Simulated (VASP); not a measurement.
Here is a VASP 6.6.1 calculation.

The input INCAR:

```
AGGAC = 1.0
AGGAX = 1.0
ALDAC = 0.0
ALDAX = 1.0
ALGO = Normal
EDIFF = 1E-7
EDIFFG = -0.01
ENCUT = 600
GGA = B5
IBRION = 2
ISIF = 3
ISMEAR = -1
ISPIN = 2
LASPH = True
LCHARG = False
LMAXMIX = 4
LORBIT = 11
LREAL = False
LWAVE = False
MAGMOM = 1 1
NELM = 150
NSW = 60
PREC = Accurate
SIGMA = 0.05
```

KPOINTS

```
k-points
0
Gamma
  12 12 7
```

The input POSCAR:

```
Ni
1.0
    2.4480228978      0.0000000000      0.0000000000
   -1.2240114489      2.1200500186      0.0000000000
    0.0000000000      0.0000000000      4.0728075700
Ni
2
Direct
    0.6666666667      0.3333333333      0.7500000000
    0.3333333333      0.6666666667      0.2500000000
```

Potentials or basis: VASP PAW PBE potentials, release 64 (Ni).

Command:

```sh
$ cat potpaw_PBE.64/Ni/POTCAR > POTCAR
$ mpirun -np 1 vasp_std > vasp.out
```

**Question.** Estimate the net moment.

**Answer.** 1.28 μB per cell.

**Question.** Estimate the relaxed volume.

**Answer.** 11.49 Å³/atom.

**Question.** Estimate the relaxed cell.

**Answer.** a = 2.529 Å, b = 2.529 Å, c = 4.149 Å, α = 90.00°, β = 90.00°, γ = 120.00°.

**Question.** Estimate the space group after relaxing (to 0.1 Å).

**Answer.** P6_3/mmc (No. 194).

Final structure:
```
Ni
1.0
     2.52949    0.00000    0.00000
    -1.26474    2.19060    0.00000
     0.00000    0.00000    4.14870
Ni
2
Cartesian
  1.2647 0.7302 3.1115
  0.0000 1.4604 1.0372
```

Caveat: the PAW data sets were made with another functional, which shifts forces and pressure a little.
